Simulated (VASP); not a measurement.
Crystal: AlN.

```
CELL_PARAMETERS angstrom
3.11100 0.00000 0.00000
-1.55550 2.69421 0.00000
0.00000 0.00000 4.97800
ATOMIC_POSITIONS crystal
Al 0.33333 0.66667 0.00000
Al 0.66667 0.33333 0.50000
N 0.33333 0.66667 0.38500
N 0.66667 0.33333 0.88500
```

```yaml
Program: VASP 6.6.1
Task: relaxation of cell and atoms
Functional: LDA
Potentials_or_basis: VASP PAW LDA potentials, release 64 (Al, N)
Cutoff: 600 eV
k_mesh: 9 × 9 × 6
Occupations: gaussian, width 0.02 eV
Spin: no spin polarisation
```

At the start: pressure -3.9 GPa; volume 10.43 Å³/atom.

Problem. Where does the relaxation end?

Solution. Over 8 steps the energy falls by 3.1 meV/atom and the volume is 10.24 Å³/atom (-1.9 %); space group P6_3mc (No. 186, to 0.05 Å).

Step by step:
```csv
step,energy change (eV),largest force (eV/Å),pressure (GPa),volume (Å³)
1,0.0000,0.1863,-3.91,41.72
2,-0.0020,0.1219,3.96,40.21
3,-0.0121,0.0387,0.06,40.92
4,-0.0121,0.0354,0.17,40.90
5,-0.0123,0.0021,0.04,40.93
6,-0.0124,0.0132,-0.01,40.94
7,-0.0124,0.0078,-0.05,40.95
8,-0.0124,0.0006,-0.03,40.95
```

Final structure:
```cif
data_structure
_symmetry_space_group_name_H-M 'P 1'
_symmetry_Int_Tables_number 1
_cell_length_a 3.0914
_cell_length_b 3.0914
_cell_length_c 4.9479
_cell_angle_alpha 90.000
_cell_angle_beta 90.000
_cell_angle_gamma 120.000
_cell_volume 40.95
loop_
_atom_site_label
_atom_site_type_symbol
_atom_site_fract_x
_atom_site_fract_y
_atom_site_fract_z
_atom_site_occupancy
Al1 Al 0.33333 0.66667 0.00151 1
Al2 Al 0.66667 0.33333 0.50151 1
N1 N 0.33333 0.66667 0.38349 1
N2 N 0.66667 0.33333 0.88349 1
```
